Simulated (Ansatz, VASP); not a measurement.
**AlNi: VASP beside Ansatz**

The input INCAR:

```
PREC = Accurate
ENCUT = 520
EDIFF = 1E-6
ISMEAR = 0
SIGMA = 0.15
LREAL = False
LASPH = True
NELM = 100
ALGO = Fast
ISIF = 2
LWAVE = False
LCHARG = False
GGA = PE
NBANDS = 14
```

KPOINTS

```
regular mesh
0
Gamma
  20 20 20
```

POSCAR

```
AlNi
1.0
    2.0428098070     -2.1194151747      0.0000000000
    2.0428098070      2.1194151747      0.0000000000
    0.0000000000      0.0000000000      2.9011416498
Al Ni
1 1
Direct
    0.0000000000      0.0000000000      0.0000000000
    0.5000000000      0.5000000000      0.5000000000
```

Input for Ansatz:

```yaml
crystal:
  lattice:
    - [2.042809807, -2.1194151747, 0.0]
    - [2.042809807, 2.1194151747, 0.0]
    - [0.0, 0.0, 2.9011416498]
  atoms:
    - { symbol: Al, position: [0.0, 0.0, 0.0] }
    - { symbol: Ni, position: [0.5, 0.5, 0.5] }
basis:
  ecutwfc: 420
kpoints:
  mp_grid: { grid: [20, 20, 20] }
hamiltonian:
  xc: pbe
scf:
  occupations: { method: gaussian, width: 0.15 }
output:
  forces: true
  stress: true
  eigenvalues: true
```

Change from the starting cell: strain +0.0375 x Voigt [0, 1, 0, 0, 0, 0], atoms carried along.

Alike in both runs: task single point; functional PBE; k mesh 20 × 20 × 20; occupations gaussian, width 0.15 eV; no spin polarisation.

```csv
,VASP,Ansatz
version,VASP 6.6.1,Ansatz 0.2.0
potentials or method,"VASP PAW PBE potentials, release 64 (Al, Ni), cutoff 520 eV","scalar-relativistic, plane waves, PAW"
valence electrons in the cell,13,21
```

|  | VASP | Ansatz | Ansatz less VASP |
| --- | --- | --- | --- |
| gap on the k mesh at the Fermi level (eV) | none | none | - |
| pressure (GPa) | -5.4 | -5.2 | +0.19 |
| traceless stress, the component that is largest in VASP (GPa) | -4.12 | -4.12 | -0.002 |

A gap of «none» marks a metal or a gap that the smearing closes. With one functional, cell and mesh, what is left measures potentials, basis and numerics. VASP's potentials hold 13 valence electrons a cell and Ansatz's 21, so a difference there can come from the potentials and not from the codes.
